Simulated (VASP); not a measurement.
# Ca18HO in VASP: further runs

The runs below take Ca18HO through single point, with PBE.

All numbers are computed with VASP 6.6.1; they aren't measurements. Logs are shortened: lines on timing, memory, paths and dates and some standing lists are left out, and cuts for length are marked.

## Step 1: The cell of the first run

The cell holds a slab with vacuum, 20 atoms: a = 7.891 Å, b = 11.837 Å, c = 18.443 Å, α = 90.00°, β = 90.00°, γ = 60.00°.

## Step 2: Single point, PBE

Input file INCAR:

```
PREC     = Accurate       # precision mode
ENCUT    = 520            # plane-wave cutoff, eV
EDIFF    = 1E-6           # SCF threshold, eV
ISMEAR   = -1             # smearing method
SIGMA    = 0.05           # smearing width, eV
LREAL    = Auto         
LASPH    = True           # aspherical terms in the spheres
NELM     = 80             # most SCF steps
ALGO     = Normal         # electronic algorithm
ISIF     = 2              # what is computed and relaxed
LWAVE    = False          # write WAVECAR
LCHARG   = False          # write CHGCAR
GGA      = PE             # functional
NBANDS   = 110            # bands
```

Input file KPOINTS:

```
regular mesh
0
Gamma
  3 2 1
```

Input file POSCAR:

```
Ca18HO
1.0
    7.8913120000      0.0000000000      0.0000000000
    5.9184840000     10.2511150000      0.0000000000
    0.0000000000      0.0000000000     18.4432290000
Ca O H
18 1 1
Direct
    0.1666666504      0.1111111328      0.0542204405
    0.6666666504      0.1111111328      0.0542204405
    0.1666666748      0.4444444336      0.0542204405
    0.6666666748      0.4444444336      0.0542204405
    0.1666666992      0.7777777344      0.0542204405
    0.6666666992      0.7777777344      0.0542204405
   -0.1637253719      0.2159493870      0.2192664311
    0.3388221059      0.2121685300      0.2193175067
   -0.1580240680      0.5398504455      0.2188890026
    0.3426118496      0.5423812922      0.2191545743
   -0.1568727554      0.8791512923      0.2289051988
    0.3376632235      0.8790078933      0.2173555401
    0.0006089434     -0.0252102332      0.3855426292
    0.5402998698     -0.0396630025      0.3833658412
    0.0184474371      0.3053379071      0.3853790462
    0.5035115181      0.3205051353      0.3862378437
   -0.0083854060      0.6664140437      0.3822302483
    0.5178989410      0.6417207299      0.3866451477
   -0.1507144020      0.8747801581      0.3516765421
   -0.3252046236      0.7441473440      0.3991843294
```

Potentials or basis: VASP PAW PBE potentials, release 64 (Ca_sv, O, H).

The run is started by

```
cat potpaw_PBE.64/Ca_sv/POTCAR potpaw_PBE.64/O/POTCAR potpaw_PBE.64/H/POTCAR > POTCAR
mpirun -np 1 vasp_std > vasp.out
```

OUTCAR:

```text
PREC = Accurate
   ENCUT = 520
   EDIFF = 1E-6
   ISMEAR = -1
   LREAL = Auto
   LASPH = True
   NELM = 80
   ISIF = 2
   GGA = PE

 ion  position               nearest neighbor table
   1  0.167  0.111  0.054-
   2  0.667  0.111  0.054-
   3  0.167  0.444  0.054-
   4  0.667  0.444  0.054-
   5  0.167  0.778  0.054-
   6  0.667  0.778  0.054-
   7  0.836  0.216  0.219-
   8  0.339  0.212  0.219-
   9  0.842  0.540  0.219-
  10  0.343  0.542  0.219-
  11  0.843  0.879  0.229-  19 2.26
  12  0.338  0.879  0.217-
  13  0.001  0.975  0.386-  19 2.15
  14  0.540  0.960  0.383-  19 2.20
  15  0.018  0.305  0.385-
  16  0.504  0.321  0.386-
  17  0.992  0.666  0.382-  19 2.21
  18  0.518  0.642  0.387-
  19  0.849  0.875  0.352-  13 2.15  14 2.20  17 2.21  11 2.26
  20  0.675  0.744  0.399-

  LATTYP: Found a simple monoclinic cell.
 ALAT       =     7.8913120000
 B/A-ratio  =     2.3371562295
 C/A-ratio  =     1.3228756566
 COS(beta)  =    -0.1889822364

  Lattice vectors:

 A1 = (   7.8913120000,   0.0000000000,   0.0000000000)
 A2 = (   0.0000000000,   0.0000000000, -18.4432290000)
 A3 = (  -1.9728280000,  10.2511150000,   0.0000000000)

Analysis of symmetry for initial positions (statically):
=====================================================================
 Subroutine PRICEL returns:
 Original cell was already a primitive cell.

 Routine SETGRP: Setting up the symmetry group for a
 simple monoclinic supercell.

 Subroutine GETGRP returns: Found  1 space group operations
 (whereof  1 operations were pure point group operations)
 out of a pool of  4 trial point group operations.

The static configuration has the point symmetry C_1 .

Analysis of symmetry for dynamics (positions and initial velocities):
=====================================================================
 Subroutine PRICEL returns:
 Original cell was already a primitive cell.

 Routine SETGRP: Setting up the symmetry group for a
 simple monoclinic supercell.

 Subroutine GETGRP returns: Found  1 space group operations
 (whereof  1 operations were pure point group operations)
 out of a pool of  4 trial point group operations.

The dynamic configuration has the point symmetry C_1 .

 Subroutine INISYM returns: Found  1 space group operations
 (whereof  1 operations are pure point group operations),
 and found     1 'primitive' translations

----------------------------------------------------------------------------------------

                                     Primitive cell

  volume of cell :    1491.9603

  direct lattice vectors                    reciprocal lattice vectors
     7.891312000  0.000000000  0.000000000     0.126721640 -0.073162773  0.000000000
     5.918484000 10.251115000  0.000000000     0.000000000  0.097550364  0.000000000
     0.000000000  0.000000000 18.443229000     0.000000000  0.000000000  0.054220440

  length of vectors
     7.891312000 11.836968007 18.443229000     0.146325546  0.097550364  0.054220440

  position of ions in fractional coordinates (direct lattice)
     0.166666650  0.111111133  0.054220441
     0.666666650  0.111111133  0.054220441
     0.166666675  0.444444434  0.054220441
     0.666666675  0.444444434  0.054220441
     0.166666699  0.777777734  0.054220441
     0.666666699  0.777777734  0.054220441
[... 12 lines left out ...]
     0.849285598  0.874780158  0.351676542
     0.674795376  0.744147344  0.399184329

  ion indices of the primitive-cell ions
   primitive index   ion index
                 1           1
                 2           2
                 3           3
                 4           4
                 5           5
                 6           6
[... 12 lines left out ...]
                19          19
                20          20

----------------------------------------------------------------------------------------

 KPOINTS: regular mesh

Automatic generation of k-mesh.
 Grid dimensions read from file:
 generate k-points for:    3    2    1

 Generating k-lattice:

  Cartesian coordinates                     Fractional coordinates (reciprocal lattice)
     0.042240547 -0.024387591  0.000000000     0.333333333  0.000000000  0.000000000
     0.000000000  0.048775182  0.000000000     0.000000000  0.500000000  0.000000000
     0.000000000  0.000000000  0.054220440     0.000000000  0.000000000  1.000000000

  Length of vectors
     0.048775182  0.048775182  0.054220440

  Shift w.r.t. Gamma in fractional coordinates (k-lattice)
     0.000000000  0.000000000  0.000000000

 -----------------------------------------------------------------------------
|                                                                             |
|           W    W    AA    RRRRR   N    N  II  N    N   GGGG   !!!           |
|           W    W   A  A   R    R  NN   N  II  NN   N  G    G  !!!           |
|           W    W  A    A  R    R  N N  N  II  N N  N  G       !!!           |
|           W WW W  AAAAAA  RRRRR   N  N N  II  N  N N  G  GGG   !            |
|           WW  WW  A    A  R   R   N   NN  II  N   NN  G    G                |
|           W    W  A    A  R    R  N    N  II  N    N   GGGG   !!!           |
|                                                                             |
|     Your reciprocal lattice and k-lattice belong to different lattice       |
|     classes:                                                                |
|                                                                             |
|        The reciprocal lattice is simple monoclinic,                         |
|        whereas your k-lattice is hexagonal.                                 |
|                                                                             |
|     Results are often still useful ...                                      |
|                                                                             |
 -----------------------------------------------------------------------------

 Subroutine IBZKPT returns following result:
 ===========================================

 Found      4 irreducible k-points:

 Following reciprocal coordinates:
            Coordinates               Weight
  0.000000  0.000000  0.000000      1.000000
  0.333333  0.000000  0.000000      2.000000
  0.000000  0.500000  0.000000      1.000000
  0.333333  0.500000  0.000000      2.000000
   k-points           NKPTS =      4   k-points in BZ     NKDIM =      4   number of bands    NBANDS=    110
   number of dos      NEDOS =    301   number of ions     NIONS =     20
   total plane-waves  NPLWV = 756000
   dimension x,y,z NGX =    60 NGY =   90 NGZ =  140
   dimension x,y,z NGXF=   120 NGYF=  180 NGZF=  280
   ions per type =              18   1   1
   NGX,Y,Z   is equivalent  to a cutoff of  12.64, 12.64, 12.62 a.u.
   NGXF,Y,Z  is equivalent  to a cutoff of  25.28, 25.28, 25.24 a.u.
 SYSTEM =  unknown system
   PREC   = accura    normal or accurate (medium, high low for compatibility)
   ISTART =      0    job   : 0-new  1-cont  2-samecut
   ICHARG =      2    charge: 1-file 2-atom 10-const
   ISPIN  =      1    spin polarized calculation?
   LNONCOLLINEAR =      F non collinear calculations
   LSORBIT =      F    spin-orbit coupling
   LASPH  =      T    aspherical Exc in radial PAW
   ENCUT  =  520.0 eV  38.22 Ry    6.18 a.u.  14.67 22.01 34.29*2*pi/ulx,y,z
   NELM   =     80;   NELMIN=  2; NELMDL= -5     # of ELM steps
   EDIFF  = 0.1E-05   stopping-criterion for ELM
   LREAL  =      T    real-space projection
   EDIFFG = 0.1E-04   stopping-criterion for IOM
   NSW    =      0    number of steps for IOM
   IBRION =     -1    ionic relax: 0-MD 1-quasi-New 2-CG
   NFREE  =      0    steps in history (QN), initial steepest desc. (CG)
   ISIF   =      2    stress and relaxation
   ISYM   =      2    0-nonsym 1-usesym 2-fastsym
   POTIM  = 0.5000    time-step for ionic-motion
   TEBEG  =    0.0;   TEEND  =   0.0 temperature during run
   PSTRESS=    0.0 pullay stress
   NELECT =     187.0000    total number of electrons
   NUPDOWN=      -1.0000    fix difference up-down
   EMIN   =  10.00;   EMAX   =-10.00  energy-range for DOS
   EFERMI =   0.00;   METHOD = LEGACY
   ISMEAR =    -1;   SIGMA  =   0.05  broadening in eV -4-tet -1-fermi 0-gaus
   EFERMI_NEDOS =   21; number of points for ismear=-14 and -15
   IALGO  =     38    algorithm
   IMIX   =      4    mixing-type and parameters
     AMIX     =   0.40;   BMIX     =  1.00
     AMIX_MAG =   1.60;   BMIX_MAG =  1.00
  volume/ion in A,a.u.               =      74.60       503.41
  Fermi-wavevector in a.u.,A,eV,Ry     =   0.819287  1.548229  9.132664  0.671232
  Thomas-Fermi vector in A             =   1.930065
   LORBIT       =      0    0 simple, 1 ext, 2 COOP (PROOUT), +10 PAW based schemes
   GGA     = PE    functional components
   LHFCALC =     F    Hartree Fock is set to
   AEXX    =    0.0000 exact exchange contribution
   IVDW    =     0    specifies the selected vdW correction
   LEPSILON=     F    determine dielectric tensor
   LRPA    =     F    only Hartree local field effects (RPA)
 non-spin polarized calculation
  energy-cutoff  :      520.00
  volume of cell :     1491.96
 maximum number of plane-waves:     40201
 NGX is ok and might be reduce to    60
   NGX = 29   NGY = 45   NGZ = 69

 number of electron     186.9999992 magnetization

 Free energy of the ion-electron system (eV)
  ---------------------------------------------------
  ext. energy  EPLUGINS =         0.00000000
  ---------------------------------------------------
  free energy    TOTEN  =       -44.66067303 eV

  energy without entropy =      -44.44881330  energy(sigma->0) =      -44.55474317

 E-fermi :  -0.1466     XC(G=0):  -4.7775

 val. band max:       -0.1561053509   @ k =   0.0000   0.0000   0.0000
 cond. band min:      -0.1441675421   @ k =   0.0000   0.5000   0.0000
 fundamental gap:      0.0119378088
 Fermi energy:        -0.1466483843

 k-point     1 :       0.0000    0.0000    0.0000
  band No.  band energies     occupation
      1     -42.6999      2.00000
      2     -42.6573      2.00000
      3     -42.6375      2.00000
      4     -42.6211      2.00000
      5     -42.6193      2.00000
      6     -42.5848      2.00000
[... 97 lines left out ...]
    104       0.4442      0.00001
    105       0.4793      0.00001

 k-point     2 :       0.3333    0.0000    0.0000
  band No.  band energies     occupation
      1     -42.6999      2.00000
      2     -42.6574      2.00000
      3     -42.6373      2.00000
      4     -42.6212      2.00000
      5     -42.6193      2.00000
      6     -42.5845      2.00000
[... 97 lines left out ...]
    104       0.4792      0.00001
    105       0.5013      0.00000

 k-point     3 :       0.0000    0.5000    0.0000
  band No.  band energies     occupation
      1     -42.6999      2.00000
      2     -42.6573      2.00000
      3     -42.6375      2.00000
      4     -42.6210      2.00000
      5     -42.6194      2.00000
      6     -42.5848      2.00000
[... 97 lines left out ...]
    104       0.4558      0.00001
    105       0.4799      0.00001

 k-point     4 :       0.3333    0.5000    0.0000
  band No.  band energies     occupation
      1     -42.6999      2.00000
      2     -42.6574      2.00000
      3     -42.6373      2.00000
      4     -42.6212      2.00000
      5     -42.6193      2.00000
      6     -42.5845      2.00000
[... 97 lines left out ...]
    104       0.4877      0.00001
    105       0.4934      0.00001
 [bands above 105 left out]

------------------------ aborting loop because EDIFF is reached ----------------------------------------

  FORCE on cell =-STRESS in cart. coord.  units (eV):
  Direction    XX          YY          ZZ          XY          YZ          ZX
  --------------------------------------------------------------------------------------
  -------------------------------------------------------------------------------------
  Total        1.7393117     -0.3511780      1.4464558      0.2683954      0.7943353      0.1031363
  in kB        1.8678015     -0.3771209      1.5533112      0.2882229      0.8530160      0.1107554
  external PRESSURE =       1.0146639 kB  Pullay stress =       0.0000000 kB

 VOLUME and BASIS-vectors are now :
 -----------------------------------------------------------------------------
  energy-cutoff  :      520.00
  volume of cell :     1491.96
      direct lattice vectors                 reciprocal lattice vectors
     7.891312000  0.000000000  0.000000000     0.126721640 -0.073162773  0.000000000
     5.918484000 10.251115000  0.000000000     0.000000000  0.097550364  0.000000000
     0.000000000  0.000000000 18.443229000     0.000000000  0.000000000  0.054220440

 POSITION                                       TOTAL-FORCE (eV/Angst)
 -----------------------------------------------------------------------------------
      1.97283      1.13901      1.00000        -0.017951      0.019426     -0.055328
      5.91848      1.13901      1.00000         0.014758     -0.044126      0.001033
      3.94566      4.55605      1.00000        -0.001868     -0.039217     -0.063191
      7.89131      4.55605      1.00000        -0.003926     -0.038561     -0.079879
      5.91848      7.97309      1.00000        -0.051834     -0.016340     -0.030294
      9.86414      7.97309      1.00000         0.050061     -0.011550      0.048796
[... 12 lines left out ...]
     11.87935      8.96747      6.48605        -0.006740      0.003066     -0.034232
      9.72925      7.62834      7.36225         0.025303      0.065469      0.373609
 -----------------------------------------------------------------------------------
    total drift:                               -0.000498     -0.000252      0.002003

  FREE ENERGIE OF THE ION-ELECTRON SYSTEM (eV)
  ---------------------------------------------------
  free  energy   TOTEN  =       -44.6606730336 eV

  energy  without entropy=      -44.4488133038  energy(sigma->0) =      -44.55474317
```

It took 36 min on 1 thread of Intel Xeon Platinum 8259CL at 2.50GHz (Skylake/Cascade Lake), shared host; peak memory 1.6 GiB.

What came out:

```
Free energy            : -44.6607 eV
Largest force          : 0.380 eV/Å
Band gap on the k mesh : zero (an odd number of electrons rules out a gap without spin polarisation)
```

Forces in eV/Å, atoms in the order of the input:
```
Ca  -0.018  0.019 -0.055
Ca   0.015 -0.044  0.001
Ca  -0.002 -0.039 -0.063
Ca  -0.004 -0.039 -0.080
Ca  -0.052 -0.016 -0.030
Ca   0.050 -0.012  0.049
Ca  -0.004  0.003 -0.006
Ca   0.004  0.003 -0.004
Ca   0.008 -0.024 -0.049
Ca   0.005  0.007 -0.005
Ca  -0.011  0.003 -0.059
Ca  -0.009  0.014 -0.025
Ca   0.047  0.040  0.002
Ca  -0.046  0.037  0.017
Ca  -0.001  0.008 -0.012
Ca  -0.001  0.009  0.006
Ca   0.006 -0.044  0.007
Ca  -0.005  0.004 -0.032
O   -0.007  0.003 -0.034
H    0.025  0.065  0.374
```

Levels at points of the mesh, in eV from the Fermi level:
| k point | band 90 | band 91 | band 92 | band 93 | band 94 | band 95 | band 96 | band 97 |
| --- | --- | --- | --- | --- | --- | --- | --- | --- |
| (0.00, 0.00, 0.00) | -0.55 | -0.36 | -0.33 | -0.13 | -0.01 | 0.02 | 0.13 | 0.13 |
| (0.00, 0.50, 0.00) | -0.57 | -0.54 | -0.34 | -0.09 | 0.00 | 0.03 | 0.11 | 0.11 |

Caveat: there is no dipole correction, which matters where the two faces differ.

(Part 1 of 2 ends here.)

The gap in the log of VASP goes by the Fermi energy; the results here count the filled bands.